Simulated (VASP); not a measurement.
Input of a VASP 6.6.1 run:

File INCAR:

```
  PREC = Accurate
  ENCUT = 520
  EDIFF = 1E-6
  ISMEAR = 0
  SIGMA = 0.1
  LREAL = False
  LASPH = True
  NELM = 100
  ALGO = Fast
  ISIF = 2
  LWAVE = False
  LCHARG = False
  GGA = PE
  NBANDS = 56
```

The input KPOINTS:

```
Automatic mesh
0
Gamma
  8 8 8
```

The input POSCAR:

```
SiMo3
1.0
    4.7017757623      0.0000000000      0.0000000000
    0.0000000000      4.7017757623      0.0000000000
    0.0000000000      0.0000000000      4.7017757623
Si Mo
2 6
Direct
    0.0000000000      0.0000000000      0.0000000000
    0.5000000000      0.5000000000      0.5000000000
    0.2500000000      0.0000000000      0.5000000000
    0.5000000000      0.7500000000      0.0000000000
    0.7500000000      0.0000000000      0.5000000000
    0.5000000000      0.2500000000      0.0000000000
    0.0000000000      0.5000000000      0.7500000000
    0.0000000000      0.5000000000      0.2500000000
```

Potentials or basis: VASP PAW PBE potentials, release 64 (Si, Mo_sv).

Run with:

```bash
$ cat potpaw_PBE.64/Si/POTCAR potpaw_PBE.64/Mo_sv/POTCAR > POTCAR
$ mpirun -np 1 vasp_std > vasp.out
```

Task: What does it give for the pressure?

Result: 42.6 GPa.

Task: Estimate the band gap on the k mesh.

Result: Zero (band 46 reaches 16.15 eV, above the bottom of band 47 at 13.52 eV).
